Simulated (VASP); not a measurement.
# SnO (C2/m) in VASP: a series of runs

SnO is run at these levels: LDA; tasks: single point.

All numbers are computed with VASP 6.6.1; they aren't measurements. Logs are shortened: lines on timing, memory, paths and dates and some standing lists are left out, and cuts for length are marked.

### Step 1. The cell of the first run

Symmetry: C2/m, No. 12, monoclinic system. The conventional cell has a = 5.324 Å, b = 5.431 Å, c = 4.836 Å, α = 90.00°, β = 91.63°, γ = 90.00°. Within 2.9 Å of Sn (site symmetry m) lie 4 O at 2.20 to 2.24 Å. O (site symmetry 2) has 4 Sn at 2.20 to 2.24 Å and 4 O at 2.66 to 2.72 Å within 2.9 Å.

### Step 2. Single point, LDA (equal xy, yz and zx shear strains of -2 %)

Contents of INCAR:

```
ALGO = Normal ; EDIFF = 1E-6
ENCUT = 520 ; GGA = CA
ISIF = 2 ; ISMEAR = -1
LASPH = T ; LCHARG = F
LREAL = F ; LWAVE = F
NBANDS = 28 ; NELM = 100
PREC = Accurate ; SIGMA = 0.02
```

Contents of KPOINTS:

```
k-points
0
Gamma
  6 6 5
```

Contents of POSCAR:

```
SnO
1.0
    3.8020000000     -0.0380200000     -0.0380200000
   -0.0380200000      3.8020000000     -0.0380200000
   -0.0483600000     -0.0483600000      4.8360000000
Sn O
2 2
Direct
    0.0000000000      0.5000000000      0.2385000000
    0.5000000000      0.0000000000      0.7615000000
    0.0000000000      0.0000000000      0.0000000000
    0.5000000000      0.5000000000      0.0000000000
```

Potentials or basis: VASP PAW LDA potentials, release 64 (Sn_d, O).

Started as:

```bash
> cat potpaw_LDA.64/Sn_d/POTCAR potpaw_LDA.64/O/POTCAR > POTCAR
> mpirun -np 1 vasp_std > vasp.out
```

OUTCAR:

```text
EDIFF = 1E-6
   ENCUT = 520
   GGA = CA
   ISIF = 2
   ISMEAR = -1
   LASPH = T
   LREAL = F
   NELM = 100
   PREC = Accurate

 ion  position               nearest neighbor table
   1  0.000  0.500  0.239-   3 2.20   4 2.20   3 2.24   4 2.24   2 3.47   2 3.56   2 3.56   2 3.57
                             2 3.62   2 3.71   2 3.71   2 3.72
   2  0.500  0.000  0.761-   3 2.20   4 2.20   4 2.24   3 2.24   1 3.47   1 3.56   1 3.56   1 3.57
                             1 3.62   1 3.71   1 3.71   1 3.72
   3  0.000  0.000  0.000-   1 2.20   2 2.20   1 2.24   2 2.24
   4  0.500  0.500  0.000-   1 2.20   2 2.20   2 2.24   1 2.24

  LATTYP: Found a base centered monoclinic cell.
 ALAT       =     5.3236146519
 B/A-ratio  =     1.0200979445
 C/A-ratio  =     1.3318122543
 COS(beta)  =    -0.7314689308

  Lattice vectors:

 A1 = (  -3.8020000000,   0.0380200000,   0.0380200000)
 A2 = (   0.0380200000,  -3.8020000000,   0.0380200000)
 A3 = (   3.7156200000,   3.7156200000,   4.7599600000)

Analysis of symmetry for initial positions (statically):
=====================================================================
 Subroutine PRICEL returns:
 Original cell was already a primitive cell.

 Routine SETGRP: Setting up the symmetry group for a
 base centered monoclinic supercell.

 Subroutine GETGRP returns: Found  4 space group operations
 (whereof  2 operations were pure point group operations)
 out of a pool of  4 trial point group operations.

The static configuration has the point symmetry C_2 .
 The point group associated with its full space group is C_2h.

Analysis of symmetry for dynamics (positions and initial velocities):
=====================================================================
 Subroutine PRICEL returns:
 Original cell was already a primitive cell.

 Routine SETGRP: Setting up the symmetry group for a
 base centered monoclinic supercell.

 Subroutine GETGRP returns: Found  4 space group operations
 (whereof  2 operations were pure point group operations)
 out of a pool of  4 trial point group operations.

The dynamic configuration has the point symmetry C_2 .
 The point group associated with its full space group is C_2h.

 Subroutine INISYM returns: Found  4 space group operations
 (whereof  2 operations are pure point group operations),
 and found     1 'primitive' translations

----------------------------------------------------------------------------------------

                                     Primitive cell

  volume of cell :      69.8843

  direct lattice vectors                    reciprocal lattice vectors
     3.802000000 -0.038020000 -0.038020000     0.263072609  0.002657299  0.002657299
    -0.038020000  3.802000000 -0.038020000     0.002657299  0.263072609  0.002657299
    -0.048360000 -0.048360000  4.836000000     0.002089134  0.002089134  0.206824248

  length of vectors
     3.802380181  3.802380181  4.836483576     0.263099449  0.263099449  0.206845349

  position of ions in fractional coordinates (direct lattice)
     1.000000000  0.500000000  0.238500000
     0.500000000  1.000000000  0.761500000
     0.000000000  0.000000000  0.000000000
     0.500000000  0.500000000  0.000000000

  ion indices of the primitive-cell ions
   primitive index   ion index
                 1           1
                 2           2
                 3           3
                 4           4

----------------------------------------------------------------------------------------

 KPOINTS: k-points

Automatic generation of k-mesh.
 Grid dimensions read from file:
 generate k-points for:    6    6    5

 Generating k-lattice:

  Cartesian coordinates                     Fractional coordinates (reciprocal lattice)
     0.043845435  0.000442883  0.000442883     0.166666667  0.000000000  0.000000000
     0.000442883  0.043845435  0.000442883     0.000000000  0.166666667  0.000000000
     0.000417827  0.000417827  0.041364850     0.000000000  0.000000000  0.200000000

  Length of vectors
     0.043849908  0.043849908  0.041369070

  Shift w.r.t. Gamma in fractional coordinates (k-lattice)
     0.000000000  0.000000000  0.000000000

 Subroutine IBZKPT returns following result:
 ===========================================

 Found     55 irreducible k-points:

 Following reciprocal coordinates:
            Coordinates               Weight
  0.000000  0.000000  0.000000      1.000000
  0.166667 -0.000000 -0.000000      4.000000
  0.333333  0.000000 -0.000000      4.000000
  0.500000 -0.000000 -0.000000      2.000000
  0.166667  0.166667 -0.000000      2.000000
  0.333333  0.166667 -0.000000      4.000000
[... 16 lines left out ...]
 -0.333333  0.166667  0.200000      4.000000
 -0.166667  0.166667  0.200000      4.000000
 [... further k-points ...]
   k-points           NKPTS =     55   k-points in BZ     NKDIM =     55   number of bands    NBANDS=     28
   number of dos      NEDOS =    301   number of ions     NIONS =      4
   total plane-waves  NPLWV =  28224
   dimension x,y,z NGX =    28 NGY =   28 NGZ =   36
   dimension x,y,z NGXF=    56 NGYF=   56 NGZF=   72
   ions per type =               2   2
   NGX,Y,Z   is equivalent  to a cutoff of  12.24, 12.24, 12.37 a.u.
   NGXF,Y,Z  is equivalent  to a cutoff of  24.48, 24.48, 24.75 a.u.
 SYSTEM =  unknown system
   PREC   = accura    normal or accurate (medium, high low for compatibility)
   ISTART =      0    job   : 0-new  1-cont  2-samecut
   ICHARG =      2    charge: 1-file 2-atom 10-const
   ISPIN  =      1    spin polarized calculation?
   LNONCOLLINEAR =      F non collinear calculations
   LSORBIT =      F    spin-orbit coupling
   LASPH  =      T    aspherical Exc in radial PAW
   ENCUT  =  520.0 eV  38.22 Ry    6.18 a.u.   7.07  7.07  8.99*2*pi/ulx,y,z
   NELM   =    100;   NELMIN=  2; NELMDL= -5     # of ELM steps
   EDIFF  = 0.1E-05   stopping-criterion for ELM
   LREAL  =      F    real-space projection
   EDIFFG = 0.1E-04   stopping-criterion for IOM
   NSW    =      0    number of steps for IOM
   IBRION =     -1    ionic relax: 0-MD 1-quasi-New 2-CG
   NFREE  =      0    steps in history (QN), initial steepest desc. (CG)
   ISIF   =      2    stress and relaxation
   ISYM   =      2    0-nonsym 1-usesym 2-fastsym
   POTIM  = 0.5000    time-step for ionic-motion
   TEBEG  =    0.0;   TEEND  =   0.0 temperature during run
   PSTRESS=    0.0 pullay stress
   NELECT =      40.0000    total number of electrons
   NUPDOWN=      -1.0000    fix difference up-down
   EMIN   =  10.00;   EMAX   =-10.00  energy-range for DOS
   EFERMI =   0.00;   METHOD = LEGACY
   ISMEAR =    -1;   SIGMA  =   0.02  broadening in eV -4-tet -1-fermi 0-gaus
   EFERMI_NEDOS =   21; number of points for ismear=-14 and -15
   IALGO  =     38    algorithm
   IMIX   =      4    mixing-type and parameters
     AMIX     =   0.40;   BMIX     =  1.00
     AMIX_MAG =   1.60;   BMIX_MAG =  1.00
  volume/ion in A,a.u.               =      17.47       117.90
  Fermi-wavevector in a.u.,A,eV,Ry     =   1.359257  2.568624 25.137862  1.847581
  Thomas-Fermi vector in A             =   2.486021
   LORBIT       =      0    0 simple, 1 ext, 2 COOP (PROOUT), +10 PAW based schemes
   GGA     = CA    functional components
   LHFCALC =     F    Hartree Fock is set to
   AEXX    =    0.0000 exact exchange contribution
   IVDW    =     0    specifies the selected vdW correction
   LEPSILON=     F    determine dielectric tensor
   LRPA    =     F    only Hartree local field effects (RPA)
 non-spin polarized calculation
  energy-cutoff  :      520.00
  volume of cell :       69.88
 maximum number of plane-waves:      1901
   NGX = 15   NGY = 15   NGZ = 17

 number of electron      39.9999996 magnetization

 Free energy of the ion-electron system (eV)
  ---------------------------------------------------
  ext. energy  EPLUGINS =         0.00000000
  ---------------------------------------------------
  free energy    TOTEN  =       -25.69267945 eV

  energy without entropy =      -25.69241210  energy(sigma->0) =      -25.69254578

 E-fermi :   6.8857     XC(G=0): -10.6795

 val. band max:        6.8521414974   @ k =   0.0000   0.0000   0.0000
 cond. band min:       6.9158852725   @ k =   0.5000   0.5000  -0.0000
 fundamental gap:      0.0637437751
 Fermi energy:         6.8856870980

 k-point     1 :       0.0000    0.0000    0.0000
  band No.  band energies     occupation
      1     -14.9948      2.00000
      2     -14.5823      2.00000
      3     -14.5681      2.00000
      4     -14.5603      2.00000
      5     -14.5158      2.00000
      6     -14.5140      2.00000
[... 20 lines left out ...]
     27      13.6557      0.00000
     28      14.0646      0.00000

 k-point     2 :       0.1667   -0.0000   -0.0000
  band No.  band energies     occupation
      1     -14.9800      2.00000
      2     -14.5884      2.00000
      3     -14.5676      2.00000
      4     -14.5572      2.00000
      5     -14.5286      2.00000
      6     -14.5173      2.00000
[... 20 lines left out ...]
     27      13.9337      0.00000
     28      15.8881      0.00000

 k-point     3 :       0.3333    0.0000   -0.0000
  band No.  band energies     occupation
      1     -14.9390      2.00000
      2     -14.7348      2.00000
      3     -14.5524      2.00000
      4     -14.5429      2.00000
      5     -14.5259      2.00000
      6     -14.5236      2.00000
[... 20 lines left out ...]
     27      14.4141      0.00000
     28      17.0563      0.00000

 k-point     4 :       0.5000   -0.0000   -0.0000
  band No.  band energies     occupation
      1     -14.8753      2.00000
      2     -14.8501      2.00000
      3     -14.5337      2.00000
      4     -14.5332      2.00000
      5     -14.5283      2.00000
      6     -14.5281      2.00000
[... 578 lines left out ...]
     27      15.1503      0.00000
     28      15.2904      0.00000

 k-point    23 :      -0.3333    0.1667    0.2000
  band No.  band energies     occupation
      1     -14.9378      2.00000
      2     -14.7838      2.00000
      3     -14.5604      2.00000
      4     -14.5393      2.00000
      5     -14.5285      2.00000
      6     -14.5138      2.00000
[... 20 lines left out ...]
     27      15.0383      0.00000
     28      15.6950      0.00000

 k-point    24 :      -0.1667    0.1667    0.2000
  band No.  band energies     occupation
      1     -14.9645      2.00000
      2     -14.6504      2.00000
      3     -14.5699      2.00000
      4     -14.5513      2.00000
      5     -14.5407      2.00000
      6     -14.5079      2.00000
[... 20 lines left out ...]
     27      15.0023      0.00000
     28      16.4708      0.00000

 [... further k-points ...]
[... 5 lines left out ...]
  --------------------------------------------------------------------------------------
  -------------------------------------------------------------------------------------
  Total       -1.0801498     -1.0801498     -1.0154322      0.7413371      0.4646416      0.4646415
  in kB      -24.7636817    -24.7636817    -23.2799577     16.9960108     10.6524447     10.6524440
  external PRESSURE =     -24.2691070 kB  Pullay stress =       0.0000000 kB

 VOLUME and BASIS-vectors are now :
 -----------------------------------------------------------------------------
  energy-cutoff  :      520.00
  volume of cell :       69.88
      direct lattice vectors                 reciprocal lattice vectors
     3.802000000 -0.038020000 -0.038020000     0.263072609  0.002657299  0.002657299
    -0.038020000  3.802000000 -0.038020000     0.002657299  0.263072609  0.002657299
    -0.048360000 -0.048360000  4.836000000     0.002089134  0.002089134  0.206824248

 POSITION                                       TOTAL-FORCE (eV/Angst)
 -----------------------------------------------------------------------------------
     -0.03054      1.88947      1.13438         0.114252      0.114252     -0.135110
      1.86417     -0.05584      3.66360        -0.114252     -0.114252      0.135110
      0.00000      0.00000      0.00000         0.063975     -0.063975      0.000000
      1.88199      1.88199     -0.03802        -0.063975      0.063975      0.000000
 -----------------------------------------------------------------------------------
    total drift:                               -0.000000      0.000000      0.000000

  FREE ENERGIE OF THE ION-ELECTRON SYSTEM (eV)
  ---------------------------------------------------
  free  energy   TOTEN  =       -25.6926794520 eV

  energy  without entropy=      -25.6924121017  energy(sigma->0) =      -25.69254578
```

Run time: 72 s. Hardware: 1 thread of Intel Xeon Platinum 8488C (Sapphire Rapids), shared host; peak memory 0.21 GiB.

Results:

```yaml
Free_energy: -25.6927 eV
Pressure: -2.4 GPa
Largest_force: 0.211 eV/Å
Band_gap_on_the_k_mesh: 0.06 eV (least direct gap 1.87 eV)
```

Forces on the atoms (eV/Å):
```
Sn   0.114  0.114 -0.135
Sn  -0.114 -0.114  0.135
O    0.064 -0.064  0.000
O   -0.064  0.064  0.000
```

Levels at points of the mesh, in eV from the valence-band top:
| k point | band 17 | band 18 | band 19 | band 20 | band 21 | band 22 | band 23 | band 24 |
| --- | --- | --- | --- | --- | --- | --- | --- | --- |
| (0.00, 0.00, 0.00) | -3.45 | -3.28 | -3.00 | 0.00 | 2.08 | 4.24 | 4.62 | 4.76 |
| (0.50, 0.00, 0.00) | -4.87 | -4.81 | -2.74 | -2.64 | 3.06 | 3.26 | 5.73 | 5.91 |
| (0.50, 0.50, 0.00) | -2.56 | -2.37 | -1.94 | -1.81 | 0.06 | 0.12 | 4.32 | 4.49 |

Caveat: the cell differs from its parent crystal (equal xy, yz and zx shear strains of -2 %); spin-orbit coupling is left out, which moves the levels of the heavy elements; an odd mesh through Γ misses points on the zone boundary, where band edges can lie.

### Step 3. Single point, LDA (equal xy, yz and zx shear strains of -1 %)

Contents of INCAR:

```
PREC = Accurate ; ENCUT = 520
EDIFF = 1E-6 ; ISMEAR = -1
SIGMA = 0.02 ; LREAL = F
LASPH = T ; NELM = 100
ALGO = Normal ; ISIF = 2
LWAVE = F ; LCHARG = T
GGA = CA ; LELF = T
LVHAR = T ; NBANDS = 28
```

Contents of KPOINTS:

```
regular mesh
0
Gamma
  6 6 5
```

Contents of POSCAR:

```
SnO
1.0
    3.8020000000     -0.0190100000     -0.0190100000
   -0.0190100000      3.8020000000     -0.0190100000
   -0.0241800000     -0.0241800000      4.8360000000
Sn O
2 2
Direct
    0.0000000000      0.5000000000      0.2385000000
    0.5000000000      0.0000000000      0.7615000000
    0.0000000000      0.0000000000      0.0000000000
    0.5000000000      0.5000000000      0.0000000000
```

Potentials or basis: VASP PAW LDA potentials, release 64 (Sn_d, O).

Started as:

```bash
> cat potpaw_LDA.64/Sn_d/POTCAR potpaw_LDA.64/O/POTCAR > POTCAR
> mpirun -np 1 vasp_std > vasp.out
```

OUTCAR:

```text
PREC = Accurate
   ENCUT = 520
   EDIFF = 1E-6
   ISMEAR = -1
   LREAL = F
   LASPH = T
   NELM = 100
   ISIF = 2
   GGA = CA

 ion  position               nearest neighbor table
   1  0.000  0.500  0.239-   3 2.21   4 2.21   3 2.23   4 2.23   2 3.51   2 3.55   2 3.55   2 3.56
                             2 3.66   2 3.70   2 3.70   2 3.71
   2  0.500  0.000  0.761-   3 2.21   4 2.21   4 2.23   3 2.23   1 3.51   1 3.55   1 3.55   1 3.56
                             1 3.66   1 3.70   1 3.70   1 3.71
   3  0.000  0.000  0.000-   1 2.21   2 2.21   1 2.23   2 2.23
[... 951 lines left out ...]
  -------------------------------------------------------------------------------------
  Total       -1.1191875     -1.1191875     -1.0478721      0.3681845      0.2297518      0.2297518
  in kB      -25.6528486    -25.6528486    -24.0182322      8.4391411      5.2661317      5.2661313
  external PRESSURE =     -25.1079765 kB  Pullay stress =       0.0000000 kB

 VOLUME and BASIS-vectors are now :
 -----------------------------------------------------------------------------
  energy-cutoff  :      520.00
  volume of cell :       69.90
      direct lattice vectors                 reciprocal lattice vectors
     3.802000000 -0.019010000 -0.019010000     0.263032681  0.001321772  0.001321772
    -0.019010000  3.802000000 -0.019010000     0.001321772  0.263032681  0.001321772
    -0.024180000 -0.024180000  4.836000000     0.001039160  0.001039160  0.206792856

 POSITION                                       TOTAL-FORCE (eV/Angst)
 -----------------------------------------------------------------------------------
     -0.01527      1.89523      1.14388         0.056677      0.056677     -0.146828
      1.88259     -0.02792      3.67311        -0.056677     -0.056677      0.146828
      0.00000      0.00000      0.00000         0.031816     -0.031816     -0.000000
      1.89149      1.89149     -0.01901        -0.031816      0.031816     -0.000000
 -----------------------------------------------------------------------------------
    total drift:                                0.000000      0.000000      0.000000

  FREE ENERGIE OF THE ION-ELECTRON SYSTEM (eV)
  ---------------------------------------------------
  free  energy   TOTEN  =       -25.7050352173 eV

  energy  without entropy=      -25.7047863828  energy(sigma->0) =      -25.70491080
```

OSZICAR:

```text
N       E                     dE             d eps       ncg     rms          rms(c)
DAV:   1     0.416424091559E+03    0.41642E+03   -0.19980E+04  3176   0.220E+03
DAV:   2     0.352814130467E+02   -0.38114E+03   -0.36612E+03  3148   0.542E+02
DAV:   3    -0.263170005030E+02   -0.61598E+02   -0.60470E+02  3576   0.182E+02
DAV:   4    -0.292455520103E+02   -0.29286E+01   -0.29151E+01  3496   0.426E+01
DAV:   5    -0.293165869457E+02   -0.71035E-01   -0.71025E-01  3420   0.722E+00    0.114E+01
DAV:   6    -0.258296526059E+02    0.34869E+01   -0.16116E+01  5000   0.454E+01    0.511E+00
DAV:   7    -0.257600871288E+02    0.69565E-01   -0.20018E+00  3704   0.870E+00    0.242E+00
DAV:   8    -0.257178270102E+02    0.42260E-01   -0.31679E-01  3660   0.363E+00    0.765E-01
DAV:   9    -0.257046697926E+02    0.13157E-01   -0.39554E-02  4944   0.211E+00    0.214E-01
DAV:  10    -0.257053919549E+02   -0.72216E-03   -0.61590E-03  4480   0.697E-01    0.136E-01
DAV:  11    -0.257050177193E+02    0.37424E-03   -0.14472E-03  4748   0.358E-01    0.182E-02
DAV:  12    -0.257050387565E+02   -0.21037E-04   -0.21944E-04  3172   0.816E-02    0.237E-02
DAV:  13    -0.257050355998E+02    0.31566E-05   -0.11027E-05  4200   0.298E-02    0.664E-03
DAV:  14    -0.257050352173E+02    0.38256E-06   -0.15033E-06  1828   0.868E-03
   1 F= -.25705035E+02 E0= -.25704911E+02  d E =-.248834E-03
```

stdout:

```text
POSCAR found type information on POSCAR SnO
 POSCAR found :  2 types and       4 ions
 scaLAPACK will be used
 LDA part: xc-table for (Slater(with rela. corr.)+CA(PZ))
 , standard interpolation
 POSCAR, INCAR and KPOINTS ok, starting setup
 FFT: planning ... GRIDC
 FFT: planning ... GRID_SOFT
 FFT: planning ... GRID
 WAVECAR not read
 entering main loop
```

It took 72 s on 1 thread of Intel Xeon Platinum 8488C (Sapphire Rapids), shared host; peak memory 0.21 GiB.

What came out:

```
Free energy            : -25.7050 eV
Pressure               : -2.5 GPa
Largest force          : 0.167 eV/Å
Band gap on the k mesh : 0.08 eV (least direct gap 1.92 eV)
```

Forces in eV/Å, atoms in the order of the input:
```
Sn   0.057  0.057 -0.147
Sn  -0.057 -0.057  0.147
O    0.032 -0.032  0.000
O   -0.032  0.032  0.000
```

Caveat: the cell differs from its parent crystal (equal xy, yz and zx shear strains of -1 %); spin-orbit coupling is left out, which moves the levels of the heavy elements; an odd mesh through Γ misses points on the zone boundary, where band edges can lie.

[end of part 1 of 2]
